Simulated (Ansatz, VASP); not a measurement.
## InP: VASP beside Ansatz

```xyz
2
Lattice="0.0000 2.7148 2.8810 2.7148 0.0000 2.8810 2.7148 2.7148 0.0000" Properties=species:S:1:pos:R:3 pbc="T T T"
In    0.0000    0.0000    0.0000
P     2.7148    2.7148    2.8810
```

Change from the starting cell: strain +e along x and -e along y +0.0000, strain +e along z and -e/2 along x and y +0.0400.

Alike in both runs: task single point; functional PBE; k mesh 18 × 18 × 18; occupations gaussian, width 0.15 eV; no spin polarisation.

|  | VASP | Ansatz |
| --- | --- | --- |
| version | VASP 6.6.1 | Ansatz 0.2.0 |
| potentials or method | VASP PAW PBE potentials, release 64 (In_d, P), cutoff 520 eV | scalar-relativistic, plane waves, PAW |
| valence electrons in the cell | 18 | 18 |

|  | VASP | Ansatz | Ansatz less VASP |
| --- | --- | --- | --- |
| gap on the k mesh at the Fermi level (eV) | none | none | - |
| pressure (GPa) | 0.5 | 0.6 | +0.05 |
| traceless stress, the component that is largest in VASP (GPa) | -3.72 | -3.74 | -0.018 |

A gap of «none» marks a metal or a gap that the smearing closes.
